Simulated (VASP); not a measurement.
MnAs:

```
As Mn
1.0
     3.71000    0.00000    0.00000
    -1.85500    3.21295    0.00000
     0.00000    0.00000    5.69100
As Mn
2 2
Direct
  0.66667 0.33333 0.75000
  0.33333 0.66667 0.25000
  0.00000 0.00000 0.50000
  0.00000 0.00000 0.00000
```

Base run:

| Property | Result |
| --- | --- |
| Program | VASP 6.6.1 |
| Functional | PBE |
| Potentials or basis | VASP PAW PBE potentials, release 64 (As, Mn_pv) |
| Cutoff | 520 eV |
| k mesh | 8 × 8 × 5 |
| Occupations | fermi-dirac, width 0.05 eV |
| Spin | collinear spin, ferromagnetic start |
| Starting moments | [0.0, 0.0, -0.48, -1.27] μB |

Its results: pressure -3.4 GPa; net moment -6.27 μB per cell; site moments As +0.12; Mn -3.19 μB.

Q: The run is repeated on the same cell with these changes: spin from collinear spin, ferromagnetic start to collinear spin, ferrimagnetic start; moments at the start from [0.0, 0.0, -0.48, -1.27] to [0.0, 0.0, 4.0, -2.0]. What comes out?

A: Pressure -5.4 GPa; net moment 0.00 μB per cell; site moments As +0.00; Mn +3.03, -3.03 μB.
